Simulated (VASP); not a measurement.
## InAs: single point with r2SCAN

InAs:

```
CELL_PARAMETERS angstrom
0.00000 2.81857 2.81857
2.81857 0.00000 2.81857
2.81857 2.81857 0.00000
ATOMIC_POSITIONS crystal
In 0.50000 0.50000 0.50000
As 0.00000 0.00000 0.00000
```

| Quantity | Value |
| --- | --- |
| Program | VASP 6.6.1 |
| Task | single point |
| Functional | r2SCAN |
| Potentials or basis | VASP PAW PBE potentials, release 64 (In_d, As) |
| Cutoff | 520 eV |
| k mesh | 8 × 8 × 8 |
| Occupations | fermi-dirac, width 0.05 eV |
| Spin | no spin polarisation |
| Dipole correction | no |
| Further INCAR settings | ALGO = Normal; EDIFF = 1e-06; NBANDS = 16 |

```
Pressure               : 1.9 GPa
Band gap on the k mesh : zero (bands 9 and 10 overlap by 2.88 eV)
```

Levels at points of the mesh, in eV from the Fermi level:
| k point | band 7 | band 8 | band 9 | band 10 | band 11 | band 12 |
| --- | --- | --- | --- | --- | --- | --- |
| (0.00, 0.00, 0.00) | -0.37 | -0.37 | -0.37 | 0.17 | 7.60 | 7.60 |
| (0.50, 0.00, 0.00) | -7.09 | 0.09 | 0.09 | 2.58 | 3.50 | 3.50 |
| (0.50, 0.50, 0.00) | -5.30 | -2.82 | -2.62 | -2.62 | 4.10 | 10.32 |

Wall time 92 s on 1 thread of AMD EPYC 7R13 Processor (Zen 3) (shared host), peak memory 0.15 GiB.

Caveat: the PAW data sets were made with another functional, which shifts forces and pressure a little; spin-orbit coupling is left out, which moves the levels of the heavy elements.
